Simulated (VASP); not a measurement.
## Hf2SiOF2: single point with PBE

The system is Hf2SiOF2.

```xyz
6
Lattice="4.3329 0.0000 0.0000 0.0000 4.3329 0.0000 0.0000 0.0000 4.5314" Properties=species:S:1:pos:R:3 pbc="T T T"
Hf    0.0000    2.1665    2.2657
Hf    2.1665    0.0000    2.2657
Si    0.0000    0.0000    0.0000
O     0.0000    0.0000    2.2657
F     2.1665    2.1665    3.3314
F     2.1665    2.1665    1.2001
```

The cell was generated, and may not be a known phase.

```
Program             : VASP 6.6.1
Task                : single point
Functional          : PBE
Potentials or basis : VASP PAW PBE potentials, release 64 (Hf_pv, Si, O, F)
Cutoff              : 520 eV
k mesh              : 10 × 10 × 8
Occupations         : gaussian, width 0.1 eV
Spin                : no spin polarisation
```

The pressure is -1.6 GPa. The largest force is 0.082 eV/Å and the band gap on the k mesh is zero (bands 22 and 23 overlap by 2.31 eV).

Forces on the atoms (eV/Å):
```
Hf   0.000  0.000  0.000
Hf   0.000  0.000  0.000
Si   0.000  0.000  0.000
O    0.000  0.000  0.000
F    0.000  0.000 -0.082
F    0.000  0.000  0.082
```

Stress tensor (GPa, compression positive):
```
-2.09  0.00  0.00
 0.00 -2.09  0.00
 0.00  0.00 -0.72
```

Levels at points of the mesh, in eV from the Fermi level:
```csv
k point,band 19,band 20,band 21,band 22,band 23,band 24,band 25,band 26
"(0.00, 0.00, 0.00)",-4.60,-3.09,-0.30,-0.12,-0.12,0.67,0.83,0.83
"(0.50, 0.00, 0.00)",-4.63,-2.91,-0.27,0.15,0.25,0.69,1.00,1.74
"(0.50, 0.50, 0.00)",-4.66,-2.52,-2.52,0.50,0.77,0.77,1.10,2.59
"(0.00, 0.00, 0.50)",-3.44,-3.02,-1.75,-1.74,-1.74,1.02,1.80,3.06
"(0.50, 0.00, 0.50)",-3.12,-2.07,-2.02,-0.53,0.20,0.74,1.05,1.91
"(0.50, 0.50, 0.50)",-2.88,-1.16,-1.16,-0.13,0.43,0.43,0.74,1.36
```

Wall time 85 s on 1 thread of Intel(R) Xeon(R) 6975P-C (Granite Rapids), with other jobs on the host, peak memory 0.37 GiB.

Caveat: spin-orbit coupling is left out, which moves the levels of the heavy elements.
